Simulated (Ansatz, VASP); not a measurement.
**Two plane-wave programs on In5O**

INCAR

```
PREC = Accurate
ENCUT = 600
EDIFF = 1E-6
ISMEAR = 0
SIGMA = 0.1
LREAL = False
LASPH = True
NELM = 100
ALGO = Normal
ISIF = 3
LWAVE = False
LCHARG = False
GGA = PE
IBRION = 2
NSW = 90
EDIFFG = -0.04
```

The input KPOINTS:

```
Automatic mesh
0
Gamma
  4 4 4
```

File POSCAR:

```
In5O
1.0
    0.0000000000      3.8770417900      3.8770417900
    3.8770417900      0.0000000000      3.8770417900
    3.8770417900      3.8770417900      0.0000000000
In O
5 1
Direct
    0.1250000000      0.6250000000      0.6250000000
    0.6250000000      0.6250000000      0.6250000000
    0.6250000000      0.1250000000      0.6250000000
    0.6250000000      0.6250000000      0.1250000000
    0.2500000000      0.2500000000      0.2500000000
    0.0000000000      0.0000000000      0.0000000000
```

Input for Ansatz:

```yaml
crystal:
  lattice:
    - [0.0, 3.87704179, 3.87704179]
    - [3.87704179, 0.0, 3.87704179]
    - [3.87704179, 3.87704179, 0.0]
  atoms:
    - { symbol: In, position: [0.125, 0.625, 0.625] }
    - { symbol: In, position: [0.625, 0.625, 0.625] }
    - { symbol: In, position: [0.625, 0.125, 0.625] }
    - { symbol: In, position: [0.625, 0.625, 0.125] }
    - { symbol: In, position: [0.25, 0.25, 0.25] }
    - { symbol: O, position: [0.0, 0.0, 0.0] }
basis:
  ecutwfc: 420
kpoints:
  mp_grid: { grid: [4, 4, 4] }
hamiltonian:
  xc: pbe
scf:
  occupations: { method: gaussian, width: 0.1 }
  lower_state_search: "off"
output:
  forces: true
  stress: true
  eigenvalues: true
relax:
  adjacent_minimum: "off"
  f_tol: 0.04
  max_steps: 70
  cell: { stress_tol: 0.4 }
```

Change from the starting cell: species swapped into the TmCu5 type (F-43m, No. 216).

Alike in both runs: task relaxation of cell and atoms; functional PBE; k mesh 4 × 4 × 4; occupations gaussian, width 0.1 eV; no spin polarisation.

|  | VASP | Ansatz |
| --- | --- | --- |
| version | VASP 6.6.1 | Ansatz 0.2.0 |
| potentials or method | VASP PAW PBE potentials, release 64 (In_d, O), cutoff 600 eV | scalar-relativistic, plane waves, PAW |
| valence electrons in the cell | 71 | 71 |

|  | VASP | Ansatz | Ansatz less VASP |
| --- | --- | --- | --- |
| gap on the k mesh at the Fermi level, each at its own relaxed structure (eV) | none | none | - |
| relaxed volume (Å³/atom) | 26.33 | 26.15 | -0.175 |
| relaxed cell length with the largest relative difference (Å) | 6.068 | 6.054 | -0.0135 |

A gap of «none» marks a metal or a gap that the smearing closes.

Noted on VASP's run: the volume moved by over 15 % at a fixed basis, so the end points are rough.
